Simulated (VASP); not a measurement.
The system is NaRh.

```
Na Rh
1.0
     9.89680    0.00000    0.00000
     0.00000    3.46009    0.00000
     0.00000    0.00000    4.07627
Na Rh
4 4
Cartesian
  1.1975 0.8650 0.4321
  8.6993 2.5951 3.6442
  3.7509 2.5951 2.4702
  6.1459 0.8650 1.6061
  8.4321 0.8650 2.0504
  1.4647 2.5951 2.0259
  6.4131 2.5951 0.0122
  3.4837 0.8650 4.0640
```

```yaml
Program: VASP 6.6.1
Task: relaxation of cell and atoms
Functional: PBE
Potentials_or_basis: VASP PAW PBE potentials, release 64 (Na_pv, Rh_pv)
Cutoff: 600 eV
k_mesh: 2 × 6 × 4
Occupations: gaussian, width 0.1 eV
Spin: no spin polarisation
```

At the start: pressure 10.8 GPa; volume 17.45 Å³/atom.

Question: How do energy, volume and symmetry change on relaxing?

Answer: Over 29 steps the energy falls by 1000.4 meV/atom and the volume is 19.80 Å³/atom (+13.5 %); space group Pnma (No. 62, to 0.1 Å) before and after.

Step by step:
```csv
step,energy change (eV),largest force (eV/Å),pressure (GPa),volume (Å³)
1,0.0000,3.2437,10.81,139.59
2,-2.5948,1.0255,-2.98,164.74
3,-2.6584,0.8547,-4.22,169.84
4,-3.3480,0.9366,-3.50,159.52
5,-4.2476,1.6650,6.18,130.39
6,-4.2867,1.2992,0.84,140.15
7,-4.3383,1.4094,2.43,136.54
8,-4.7609,1.5312,4.01,133.60
9,-4.9851,1.9952,14.41,125.04
10,-5.1301,1.5319,7.90,129.19
11,-5.8935,1.4584,6.08,133.50
12,-6.4021,2.4344,7.49,144.96
13,-6.5763,1.3561,5.70,140.59
14,-7.1230,1.0241,0.05,149.41
15,-7.2556,1.0284,-3.63,157.89
16,-7.5835,0.8179,-2.74,157.42
17,-7.8334,0.4706,-0.91,156.53
18,-7.8609,0.3194,0.14,156.02
19,-7.9332,0.2501,0.35,156.31
20,-7.9621,0.3369,0.75,156.59
21,-7.9757,0.2020,-0.93,159.14
22,-7.9791,0.1190,-0.44,158.34
23,-7.9887,0.0902,-0.23,157.73
24,-7.9959,0.0772,0.20,156.58
25,-7.9995,0.0653,0.23,157.15
26,-8.0002,0.0654,0.21,157.52
27,-8.0018,0.0504,-0.28,158.63
28,-8.0019,0.0522,-0.20,158.49
29,-8.0034,0.0389,-0.13,158.42
```

Final structure:
```cif
data_structure
_symmetry_space_group_name_H-M 'P 1'
_symmetry_Int_Tables_number 1
_cell_length_a 11.0109
_cell_length_b 2.7602
_cell_length_c 5.2126
_cell_angle_alpha 90.000
_cell_angle_beta 90.000
_cell_angle_gamma 90.000
_cell_volume 158.42
loop_
_atom_site_label
_atom_site_type_symbol
_atom_site_fract_x
_atom_site_fract_y
_atom_site_fract_z
_atom_site_occupancy
Na1 Na 0.14069 0.25000 0.04631 1
Na2 Na 0.85931 0.75000 0.95369 1
Na3 Na 0.35931 0.75000 0.54631 1
Na4 Na 0.64069 0.25000 0.45369 1
Rh1 Rh 0.90872 0.25000 0.45634 1
Rh2 Rh 0.09128 0.75000 0.54366 1
Rh3 Rh 0.59128 0.75000 0.95634 1
Rh4 Rh 0.40872 0.25000 0.04366 1
```

Caveat: the k points lie up to 0.38 Å⁻¹ apart in the final cell; a cell axis changed by over 15 % at a fixed basis, so the end point is rough.
